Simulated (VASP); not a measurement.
# ZnTe2O3 (R-3m) in VASP: further runs

The runs below take ZnTe2O3 through single point, with PBE.

Everything below comes from runs of VASP 6.6.1. Logs are shortened: lines on timing, memory, paths and dates and some standing lists are left out, and cuts for length are marked.

**1. The cell of the first run**

It takes space group R-3m (No. 166, trigonal). Conventional cell: a = 5.782 Å, b = 5.782 Å, c = 9.231 Å, α = 90.00°, β = 90.00°, γ = 120.00°. Within 3.1 Å of Zn (site symmetry -3m) lie 6 O at 2.27 Å and 2 Te at 3.02 Å. Te (site symmetry 3m) has 9 O at 2.23 to 3.30 Å and 4 Zn at 3.02 to 3.34 Å and 4 Te at 3.19 to 3.34 Å within 3.4 Å. Within 3.0 Å of O (site symmetry 2/m) lie 2 Te at 2.23 Å and 2 Zn at 2.27 Å and 4 O at 2.89 Å.

The cell was generated, and may not be a known phase.

**2. Single point, PBE**

File INCAR:

```
SYSTEM = ZnTe2O3
PREC     = Accurate       ! precision mode
ENCUT    = 520            ! plane-wave cutoff, eV
EDIFF    = 1E-7           ! SCF threshold, eV
ISMEAR   = 0              ! smearing method
SIGMA    = 0.1            ! smearing width, eV
LREAL    = .FALSE.        ! projectors in reciprocal space
LASPH    = .TRUE.         ! aspherical terms in the spheres
NELM     = 60             ! most SCF steps
ALGO     = Normal         ! electronic algorithm
ISIF     = 2              ! what is computed and relaxed
LWAVE    = .FALSE.        ! write WAVECAR
LCHARG   = .TRUE.         ! write CHGCAR
GGA      = PE             ! functional
LELF     = .TRUE.         ! ELF
LVHAR    = .TRUE.       
NBANDS   = 30             ! bands
```

File KPOINTS:

```
regular mesh
0
G
  6 6 6
  0 0 0
```

File POSCAR:

```
ZnTe2O3
1.0
    2.8911656335      1.6692152580      3.0770597910
   -2.8911656335      1.6692152580      3.0770597910
    0.0000000000     -3.3384305124      3.0770597929
Zn Te O
1 2 3
Direct
    0.0000000000      0.0000000000      0.0000000000
    0.6730027327      0.6730027327      0.6730027327
    0.3269972673      0.3269972673      0.3269972673
    0.0000000000      0.5000000000      0.0000000000
    0.5000000000      0.0000000000      0.0000000000
    0.0000000000      0.0000000000      0.5000000000
```

Potentials or basis: VASP PAW PBE potentials, release 64 (Zn, Te, O).

The run is started by

```bash
$ cat potpaw_PBE.64/Zn/POTCAR potpaw_PBE.64/Te/POTCAR potpaw_PBE.64/O/POTCAR > POTCAR
$ mpirun -np 1 vasp_std > vasp.out
```

OUTCAR:

```text
SYSTEM = ZnTe2O3
   PREC = Accurate
   ENCUT = 520
   EDIFF = 1E-7
   ISMEAR = 0
   LREAL = .FALSE.
   LASPH = .TRUE.
   NELM = 60
   ISIF = 2
   GGA = PE

 ion  position               nearest neighbor table
   1  0.000  0.000  0.000-   6 2.27   6 2.27   4 2.27   5 2.27   4 2.27   5 2.27   2 3.02   3 3.02
                             3 3.34   2 3.34   3 3.34   2 3.34   3 3.34   2 3.34
   2  0.673  0.673  0.673-   4 2.23   5 2.23   6 2.23   1 3.02   3 3.19   1 3.34   1 3.34   1 3.34
                             3 3.34   3 3.34   3 3.34
   3  0.327  0.327  0.327-   4 2.23   5 2.23   6 2.23   1 3.02   2 3.19   1 3.34   1 3.34   1 3.34
                             2 3.34   2 3.34   2 3.34
   4  0.000  0.500  0.000-   2 2.23   3 2.23   1 2.27   1 2.27
   5  0.500  0.000  0.000-   2 2.23   3 2.23   1 2.27   1 2.27
   6  0.000  0.000  0.500-   2 2.23   3 2.23   1 2.27   1 2.27

  LATTYP: Found a trigonal (rhomboedric) cell.
 ALAT       =     4.5401999136
 COS(alpha) =     0.1889904107

  Lattice vectors:

 A1 = (   2.8911656335,   1.6692152580,   3.0770597910)
 A2 = (  -2.8911656335,   1.6692152580,   3.0770597910)
 A3 = (   0.0000000000,  -3.3384305124,   3.0770597929)

Analysis of symmetry for initial positions (statically):
=====================================================================
 Subroutine PRICEL returns:
 Original cell was already a primitive cell.

 Routine SETGRP: Setting up the symmetry group for a
 trigonal (rhombohedral) supercell.

 Subroutine GETGRP returns: Found 12 space group operations
 (whereof 12 operations were pure point group operations)
 out of a pool of 12 trial point group operations.

The static configuration has the point symmetry D_3d.

Analysis of symmetry for dynamics (positions and initial velocities):
=====================================================================
 Subroutine PRICEL returns:
 Original cell was already a primitive cell.

 Routine SETGRP: Setting up the symmetry group for a
 trigonal (rhombohedral) supercell.

 Subroutine GETGRP returns: Found 12 space group operations
 (whereof 12 operations were pure point group operations)
 out of a pool of 12 trial point group operations.

The dynamic configuration has the point symmetry D_3d.

[... 98 lines left out ...]
   ISTART =      0    job   : 0-new  1-cont  2-samecut
   ICHARG =      2    charge: 1-file 2-atom 10-const
   ISPIN  =      1    spin polarized calculation?
   LNONCOLLINEAR =      F non collinear calculations
   LSORBIT =      F    spin-orbit coupling
   LASPH  =      T    aspherical Exc in radial PAW
   ENCUT  =  520.0 eV  38.22 Ry    6.18 a.u.   8.44  8.44  8.44*2*pi/ulx,y,z
   NELM   =     60;   NELMIN=  2; NELMDL= -5     # of ELM steps
   EDIFF  = 0.1E-06   stopping-criterion for ELM
   LREAL  =      F    real-space projection
   EDIFFG = 0.1E-05   stopping-criterion for IOM
   NSW    =      0    number of steps for IOM
   IBRION =     -1    ionic relax: 0-MD 1-quasi-New 2-CG
   NFREE  =      0    steps in history (QN), initial steepest desc. (CG)
   ISIF   =      2    stress and relaxation
   ISYM   =      2    0-nonsym 1-usesym 2-fastsym
   POTIM  = 0.5000    time-step for ionic-motion
   TEBEG  =    0.0;   TEEND  =   0.0 temperature during run
   PSTRESS=    0.0 pullay stress
   NELECT =      42.0000    total number of electrons
   NUPDOWN=      -1.0000    fix difference up-down
   EMIN   =  10.00;   EMAX   =-10.00  energy-range for DOS
   EFERMI =   0.00;   METHOD = LEGACY
   ISMEAR =     0;   SIGMA  =   0.10  broadening in eV -4-tet -1-fermi 0-gaus
   EFERMI_NEDOS =   21; number of points for ismear=-14 and -15
   IALGO  =     38    algorithm
   IMIX   =      4    mixing-type and parameters
     AMIX     =   0.40;   BMIX     =  1.00
     AMIX_MAG =   1.60;   BMIX_MAG =  1.00
  volume/ion in A,a.u.               =      14.85       100.21
  Fermi-wavevector in a.u.,A,eV,Ry     =   1.274091  2.407683 22.086442  1.623308
  Thomas-Fermi vector in A             =   2.406878
   LORBIT       =      0    0 simple, 1 ext, 2 COOP (PROOUT), +10 PAW based schemes
   GGA     = PE    functional components
   LHFCALC =     F    Hartree Fock is set to
   AEXX    =    0.0000 exact exchange contribution
   IVDW    =     0    specifies the selected vdW correction
   LEPSILON=     F    determine dielectric tensor
   LRPA    =     F    only Hartree local field effects (RPA)
 non-spin polarized calculation
 Gauss-broadening in eV      SIGMA  =   0.10
  energy-cutoff  :      520.00
  volume of cell :       89.10
 maximum number of plane-waves:      2415
 NGX is ok and might be reduce to    36
   NGX = 17   NGY = 17   NGZ = 17

 number of electron      41.9999979 magnetization

 Free energy of the ion-electron system (eV)
  ---------------------------------------------------
  ext. energy  EPLUGINS =         0.00000000
  ---------------------------------------------------
  free energy    TOTEN  =       -24.15247783 eV

  energy without entropy =      -24.13733419  energy(sigma->0) =      -24.14490601

 E-fermi :   6.9156     XC(G=0): -10.9187

 val. band max:        6.9121301297   @ k =   0.5000   0.5000   0.1667
 cond. band min:       6.9186453707   @ k =  -0.3333   0.3333   0.3333
 fundamental gap:      0.0065152410
 Fermi energy:         6.9155608790

 k-point     1 :       0.0000    0.0000    0.0000
  band No.  band energies     occupation
      1     -12.9172      2.00000
      2     -11.3317      2.00000
      3     -11.3317      2.00000
      4      -4.9458      2.00000
      5      -4.2934      2.00000
      6       0.0305      2.00000
[... 781 lines left out ...]
     29      15.1976      0.00000
     30      15.8224      0.00000

 [... further k-points ...]
[... 5 lines left out ...]
  --------------------------------------------------------------------------------------
  -------------------------------------------------------------------------------------
  Total       -0.0373317     -0.0373317     -0.1343270     -0.0000000     -0.0000000     -0.0000000
  in kB       -0.6712991     -0.6712991     -2.4154693     -0.0000000     -0.0000000     -0.0000000
  external PRESSURE =      -1.2526892 kB  Pullay stress =       0.0000000 kB

 VOLUME and BASIS-vectors are now :
 -----------------------------------------------------------------------------
  energy-cutoff  :      520.00
  volume of cell :       89.10
      direct lattice vectors                 reciprocal lattice vectors
     2.891165633  1.669215258  3.077059791     0.172940628  0.099847318  0.108328520
    -2.891165633  1.669215258  3.077059791    -0.172940628  0.099847318  0.108328520
     0.000000000 -3.338430512  3.077059793     0.000000000 -0.199694636  0.108328520

 POSITION                                       TOTAL-FORCE (eV/Angst)
 -----------------------------------------------------------------------------------
      0.00000      0.00000      0.00000         0.000000     -0.000000      0.000000
      0.00000      0.00000      6.21261         0.000000      0.000000      0.024698
      0.00000      0.00000      3.01857         0.000000     -0.000000     -0.024698
     -1.44558      0.83461      1.53853        -0.000000     -0.000000      0.000000
      1.44558      0.83461      1.53853         0.000000     -0.000000     -0.000000
      0.00000     -1.66922      1.53853        -0.000000     -0.000000     -0.000000
 -----------------------------------------------------------------------------------
    total drift:                                0.000000      0.000000     -0.000000

  FREE ENERGIE OF THE ION-ELECTRON SYSTEM (eV)
  ---------------------------------------------------
  free  energy   TOTEN  =       -24.1524778288 eV

  energy  without entropy=      -24.1373341911  energy(sigma->0) =      -24.14490601
```

Wall time 2.2 min (1 thread of Intel Xeon 8259CL, shared host); peak memory 0.25 GiB.

Results:

| Property | Result |
| --- | --- |
| Free energy | -24.1525 eV |
| Pressure | -0.1 GPa |
| Largest force | 0.025 eV/Å |
| Band gap on the k mesh | zero (bands 21 and 22 overlap by 2.06 eV) |

Forces in eV/Å, atoms in the order of the input:
```
Zn   0.000  0.000  0.000
Te   0.000  0.000  0.025
Te   0.000  0.000 -0.025
O    0.000  0.000  0.000
O    0.000  0.000  0.000
O    0.000  0.000  0.000
```

Stress tensor (GPa, compression positive):
```
-0.07  0.00  0.00
 0.00 -0.07  0.00
 0.00  0.00 -0.24
```

Levels at points of the mesh, in eV from the Fermi level:
| k point | band 19 | band 20 | band 21 | band 22 | band 23 | band 24 |
| --- | --- | --- | --- | --- | --- | --- |
| (0.00, 0.00, 0.00) | -2.52 | -2.52 | -2.30 | -1.52 | 0.06 | 2.47 |
| (0.50, 0.00, 0.00) | -2.58 | -0.52 | -0.15 | 0.44 | 0.75 | 2.60 |
| (0.50, 0.50, 0.00) | -2.13 | -0.70 | 0.15 | 0.18 | 2.08 | 2.94 |
| (0.50, 0.50, 0.50) | -2.06 | -2.01 | 0.46 | 0.46 | 0.99 | 0.99 |

Caveat: spin-orbit coupling is left out, which moves the levels of the heavy elements.

**3. Single point, PBE**

This run uses another cell than the first one, of 18.23 Å³/atom.

File INCAR:

```
SYSTEM = ZnTe2O3
ALGO = Normal ; EDIFF = 1E-6
ENCUT = 520 ; GGA = PE
ISIF = 2 ; ISMEAR = 0
LASPH = .True. ; LCHARG = .False.
LREAL = .False. ; LWAVE = .False.
NBANDS = 30 ; NELM = 100
PREC = Accurate ; SIGMA = 0.1
```

File KPOINTS:

```
k-points
0
Gamma
  6 6 6
  0 0 0
```

File POSCAR:

```
ZnTe2O3
1.0
    2.6957264900      1.5563784200      4.3448836600
   -2.6957264900      1.5563784200      4.3448836600
    0.0000000000     -3.1127568300      4.3448836600
Zn Te O
1 2 3
Direct
    0.0000000000      0.0000000000      0.0000000000
    0.6257100100      0.6257100100      0.6257100100
    0.3742899900      0.3742899900      0.3742899900
    0.0000000000      0.5000000000      0.0000000000
    0.5000000000      0.0000000000      0.0000000000
    0.0000000000      0.0000000000      0.5000000000
```

Potentials or basis: VASP PAW PBE potentials, release 64 (Zn, Te, O).

The run is started by

```bash
$ cat potpaw_PBE.64/Zn/POTCAR potpaw_PBE.64/Te/POTCAR potpaw_PBE.64/O/POTCAR > POTCAR
$ mpirun -np 1 vasp_std > vasp.out
```

It took 3.3 min on 1 thread of Intel Xeon 8259CL, shared host; peak memory 0.3 GiB.

The run converged. Its results:

| Quantity | Value |
| --- | --- |
| Free energy | -17.1218 eV |
| Pressure | -13.8 GPa |
| Largest force | 0.094 eV/Å |
| Band gap on the k mesh | zero (bands 21 and 22 overlap by 0.28 eV) |

Forces in eV/Å, atoms in the order of the input:
```
Zn   0.000  0.000  0.000
Te   0.000  0.000 -0.094
Te   0.000  0.000  0.094
O    0.000  0.000  0.000
O    0.000  0.000  0.000
O    0.000  0.000  0.000
```

Stress tensor (GPa, compression positive):
```
 -9.64   0.00   0.00
  0.00  -9.64   0.00
  0.00   0.00 -22.26
```

Levels at points of the mesh, in eV from the Fermi level:
```tsv
k point	band 18	band 19	band 20	band 21	band 22	band 23	band 24	band 25
(0.00, 0.00, 0.00)	-1.84	-1.84	-0.11	-0.09	0.11	0.11	1.11	1.11
(0.50, 0.00, 0.00)	-1.18	-1.18	-0.47	-0.33	0.20	1.06	1.51	1.64
(0.50, 0.50, 0.00)	-1.06	-0.60	-0.31	-0.12	0.02	0.20	1.18	1.30
(0.50, 0.50, 0.50)	-0.78	-0.78	-0.24	-0.24	-0.09	0.31	0.31	1.32
```

Caveat: the stress differs along the axes, from -22 to -10 GPa; semilocal functionals underestimate gaps, and a narrow one can read as zero; spin-orbit coupling is left out, which moves the levels of the heavy elements.
